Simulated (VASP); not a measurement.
# AlIn2N3 (Cmc2_1) in VASP: a series of runs, part 2 of 2

VASP 6.6.1. Earlier steps stand in the parts before.

## Step 5: Single point, PBE (12.71 Å³/atom)

This run uses another cell than the first one, of 12.71 Å³/atom.

Input file INCAR:

```
ALGO = Normal
EDIFF = 1E-7
ENCUT = 520
GGA = PE
ISIF = 2
ISMEAR = 0
LASPH = True
LCHARG = False
LREAL = False
LWAVE = False
NBANDS = 56
NELM = 80
PREC = Accurate
SIGMA = 0.02
```

Input file KPOINTS:

```
k-points
0
Gamma
  6 6 6
```

Input file POSCAR:

```
AlIn2N3
1.0
    4.9964094505     -2.8713821665      0.0000000000
    4.9964094505      2.8713821665      0.0000000000
    0.0000000000      0.0000000000      5.3159390512
Al In N
2 4 6
Direct
    0.3398678737      0.6601321263      0.9889878530
    0.6601321263      0.3398678737      0.4889878530
    0.9859656368      0.3371509085      0.9863459850
    0.6628490915      0.0140343632      0.9863459850
    0.0140343632      0.6628490915      0.4863459850
    0.3371509085      0.9859656368      0.4863459850
    0.9707419536      0.3315610664      0.3867437849
    0.6684389336      0.0292580464      0.3867437849
    0.0292580464      0.6684389336      0.8867437849
    0.3315610664      0.9707419536      0.8867437849
    0.3699997952      0.6300002048      0.3368326073
    0.6300002048      0.3699997952      0.8368326073
```

On the command line:

```sh
$ cat potpaw_PBE.64/Al/POTCAR potpaw_PBE.64/In_d/POTCAR potpaw_PBE.64/N/POTCAR > POTCAR
$ mpirun -np 1 vasp_std > vasp.out
```

Wall time 4.3 min (1 thread of Intel Xeon 6975P-C (Granite Rapids), shared host); peak memory 0.51 GiB.

Results (log left out):

```
Free energy            : -71.6727 eV
Pressure               : 16.8 GPa
Largest force          : 0.038 eV/Å
Band gap on the k mesh : 1.29 eV
```

Forces on the atoms (eV/Å):
```
Al   0.000  0.001  0.003
Al   0.000 -0.001  0.003
In  -0.002 -0.001 -0.004
In   0.002 -0.001 -0.004
In   0.002  0.001 -0.004
In  -0.002  0.001 -0.004
N   -0.027  0.018  0.015
N    0.027  0.018  0.015
N    0.027 -0.018  0.015
N   -0.027 -0.018  0.015
N    0.000 -0.029 -0.024
N    0.000  0.029 -0.024
```

Levels at points of the mesh, in eV from the valence-band top:
```tsv
k point	band 40	band 41	band 42	band 43	band 44	band 45	band 46	band 47	band 48	band 49
(0.00, 0.00, 0.00)	-0.65	-0.65	-0.06	-0.02	0.00	1.29	3.93	5.11	5.46	6.60
(0.50, 0.00, 0.00)	-0.94	-0.83	-0.69	-0.69	-0.45	3.96	4.02	5.13	5.23	5.76
(0.50, 0.50, 0.00)	-1.05	-0.85	-0.80	-0.56	-0.42	3.95	4.08	4.72	5.53	5.71
(0.00, 0.00, 0.50)	-0.72	-0.35	-0.35	-0.25	-0.25	3.59	3.59	6.33	6.33	6.43
(0.50, 0.00, 0.50)	-1.30	-1.03	-1.03	-0.97	-0.97	4.29	4.29	4.80	4.80	5.52
(0.50, 0.50, 0.50)	-1.34	-1.08	-1.08	-0.77	-0.77	4.30	4.30	4.93	4.93	5.34
```

Caveat: the cell stands under pressure; spin-orbit coupling is left out, which moves the levels of the heavy elements.

## Step 6: Single point, PBE

This run uses another cell than the first one, of 13.01 Å³/atom.

Input file INCAR:

```
SYSTEM = AlIn2N3
PREC = Accurate
ENCUT = 520
EDIFF = 1E-6
ISMEAR = 0
SIGMA = 0.02
LREAL = .False.
LASPH = .True.
NELM = 80
ALGO = Normal
ISIF = 2
LWAVE = .False.
LCHARG = .False.
GGA = PE
NBANDS = 56
```

Input file KPOINTS:

```
Automatic mesh
0
Gamma
  6 6 6
  0 0 0
```

Input file POSCAR:

```
AlIn2N3
1.0
    5.0307731102     -2.8932756553      0.0000000000
    5.0307731102      2.8932756553      0.0000000000
    0.0000000000      0.0000000000      5.3611442611
Al In N
2 4 6
Direct
    0.3402855634      0.6597144366      0.9891069044
    0.6597144366      0.3402855634      0.4891069044
    0.9866911916      0.3365156617      0.9865878008
    0.6634843383      0.0133088084      0.9865878008
    0.0133088084      0.6634843383      0.4865878008
    0.3365156617      0.9866911916      0.4865878008
    0.9702917082      0.3320414766      0.3863500422
    0.6679585234      0.0297082918      0.3863500422
    0.0297082918      0.6679585234      0.8863500422
    0.3320414766      0.9702917082      0.8863500422
    0.3694933187      0.6305066813      0.3370174096
    0.6305066813      0.3694933187      0.8370174096
```

Potentials or basis: VASP PAW PBE potentials, release 64 (Al, In_d, N).

On the command line:

```sh
$ cat potpaw_PBE.64/Al/POTCAR potpaw_PBE.64/In_d/POTCAR potpaw_PBE.64/N/POTCAR > POTCAR
$ mpirun -np 1 vasp_std > vasp.out
```

Run time: 4.4 min. Hardware: 1 thread of Intel Xeon 6975P-C (Granite Rapids), shared host; peak memory 0.52 GiB.

The run converged. Its results:

| Quantity | Value |
| --- | --- |
| Free energy | -71.9928 eV |
| Pressure | 12.1 GPa |
| Largest force | 0.038 eV/Å |
| Band gap on the k mesh | 1.19 eV |

Forces in eV/Å, atoms in the order of the input:
```
Al   0.000  0.001  0.000
Al   0.000 -0.001  0.000
In   0.005 -0.001 -0.003
In  -0.005 -0.001 -0.003
In  -0.005  0.001 -0.003
In   0.005  0.001 -0.003
N   -0.031  0.017  0.014
N    0.031  0.017  0.014
N    0.031 -0.017  0.014
N   -0.031 -0.017  0.014
N    0.000 -0.029 -0.024
N    0.000  0.029 -0.024
```

Levels at points of the mesh, in eV from the valence-band top:
```
           k point  band 40  band 41  band 42  band 43  band 44  band 45  band 46  band 47  band 48  band 49
(0.00, 0.00, 0.00)    -0.65    -0.64    -0.06    -0.02     0.00     1.19     3.80     5.08     5.42     6.43
(0.50, 0.00, 0.00)    -0.92    -0.81    -0.68    -0.67    -0.44     3.86     3.91     5.01     5.13     5.71
(0.50, 0.50, 0.00)    -1.02    -0.83    -0.78    -0.54    -0.41     3.84     3.96     4.60     5.47     5.60
(0.00, 0.00, 0.50)    -0.71    -0.35    -0.35    -0.25    -0.25     3.48     3.48     6.23     6.23     6.30
(0.50, 0.00, 0.50)    -1.27    -1.02    -1.02    -0.95    -0.95     4.20     4.20     4.72     4.72     5.41
(0.50, 0.50, 0.50)    -1.30    -1.06    -1.06    -0.76    -0.76     4.23     4.23     4.81     4.81     5.25
```

Caveat: the cell stands under pressure; spin-orbit coupling is left out, which moves the levels of the heavy elements.

## Step 7: Single point, PBE

This run uses another cell than the first one, of 13.87 Å³/atom.

Input file INCAR:

```
SYSTEM = AlIn2N3
PREC = Accurate
ENCUT = 520
EDIFF = 1E-6
ISMEAR = 0
SIGMA = 0.02
LREAL = .FALSE.
LASPH = .TRUE.
NELM = 100
ALGO = Normal
ISIF = 2
LWAVE = .FALSE.
LCHARG = .FALSE.
GGA = PE
NBANDS = 56
```

Input file KPOINTS:

```
regular mesh
0
G
  6 6 6
  0 0 0
```

Input file POSCAR:

```
AlIn2N3
1.0
    5.1342541210     -2.9546434311      0.0000000000
    5.1342541210      2.9546434311      0.0000000000
    0.0000000000      0.0000000000      5.4864116521
Al In N
2 4 6
Direct
    0.3410809010      0.6589190990      0.9892189056
    0.6589190990      0.3410809010      0.4892189056
    0.9882470843      0.3354990360      0.9871927035
    0.6645009640      0.0117529157      0.9871927035
    0.0117529157      0.6645009640      0.4871927035
    0.3354990360      0.9882470843      0.4871927035
    0.9692514474      0.3328755651      0.3854603358
    0.6671244349      0.0307485526      0.3854603358
    0.0307485526      0.6671244349      0.8854603358
    0.3328755651      0.9692514474      0.8854603358
    0.3684052965      0.6315947035      0.3374750159
    0.6315947035      0.3684052965      0.8374750159
```

On the command line:

```sh
$ cat potpaw_PBE.64/Al/POTCAR potpaw_PBE.64/In_d/POTCAR potpaw_PBE.64/N/POTCAR > POTCAR
$ mpirun -np 1 vasp_std > vasp.out
```

Run time: 9.9 min. Hardware: 1 thread of Intel Xeon Platinum 8375C at 2.90GHz (Ice Lake), shared host; peak memory 0.54 GiB.

Results (log left out):

- Free energy: -72.4078 eV
- Pressure: 1.1 GPa
- Largest force: 0.031 eV/Å
- Band gap on the k mesh: 0.91 eV

Forces on the atoms (eV/Å):
```
Al   0.000 -0.001  0.000
Al   0.000  0.001  0.000
In   0.000  0.000 -0.003
In   0.000  0.000 -0.003
In   0.000  0.000 -0.003
In   0.000  0.000 -0.003
N   -0.024  0.015  0.013
N    0.024  0.015  0.013
N    0.024 -0.015  0.013
N   -0.024 -0.015  0.013
N    0.000 -0.023 -0.019
N    0.000  0.023 -0.019
```

Levels at points of the mesh, in eV from the valence-band top:
```
           k point  band 41  band 42  band 43  band 44  band 45  band 46  band 47  band 48
(0.00, 0.00, 0.00)    -0.59    -0.05    -0.01     0.00     0.91     3.47     4.99     5.34
(0.50, 0.00, 0.00)    -0.74    -0.64    -0.61    -0.41     3.56     3.62     4.68     4.85
(0.50, 0.50, 0.00)    -0.77    -0.72    -0.49    -0.37     3.55     3.65     4.25     5.27
(0.00, 0.00, 0.50)    -0.33    -0.33    -0.23    -0.23     3.18     3.18     5.90     5.90
(0.50, 0.00, 0.50)    -0.96    -0.96    -0.88    -0.88     3.94     3.94     4.47     4.47
(0.50, 0.50, 0.50)    -1.00    -1.00    -0.71    -0.71     4.02     4.02     4.49     4.49
```

Caveat: spin-orbit coupling is left out, which moves the levels of the heavy elements.

## Step 8: The runs side by side

| cell | smearing | gap on the mesh (eV) | pressure (GPa) | largest force (eV/Å) |
| --- | --- | --- | --- | --- |
| a = 5.887, b = 5.887, c = 5.449 Å, angles 90.0, 90.0, 59.8°, 12 atoms, atomic positions A | gaussian 0.02 eV | 0.99 | 4.1 | 0.04 |
| a = 5.937, b = 5.937, c = 5.500 Å, angles 90.0, 90.0, 59.8°, 12 atoms, atomic positions A | gaussian 0.05 eV | 0.88 | 0.1 | 0.03 |
| a = 5.848, b = 5.848, c = 5.418 Å, angles 90.0, 90.0, 59.8°, 12 atoms, atomic positions A | gaussian 0.02 eV | 1.07 | 7.3 | 0.04 |
| a = 5.763, b = 5.763, c = 5.316 Å, angles 90.0, 90.0, 59.8°, 12 atoms, atomic positions B | gaussian 0.02 eV | 1.29 | 16.8 | 0.04 |
| a = 5.803, b = 5.803, c = 5.361 Å, angles 90.0, 90.0, 59.8°, 12 atoms, atomic positions A | gaussian 0.02 eV | 1.19 | 12.1 | 0.04 |
| a = 5.924, b = 5.924, c = 5.486 Å, angles 90.0, 90.0, 59.8°, 12 atoms, atomic positions A | gaussian 0.02 eV | 0.91 | 1.1 | 0.03 |

Alike in all rows: task single point; level PBE; potentials or basis VASP PAW PBE potentials, release 64 (Al, In_d, N); no spin polarisation; k mesh 6 × 6 × 6; cutoff (eV) 520.

Caveats: spin-orbit coupling is left out, which moves the levels of the heavy elements; the cell stands under pressure (at least some runs).

Absolute energies hang on the potentials; compare differences alone.
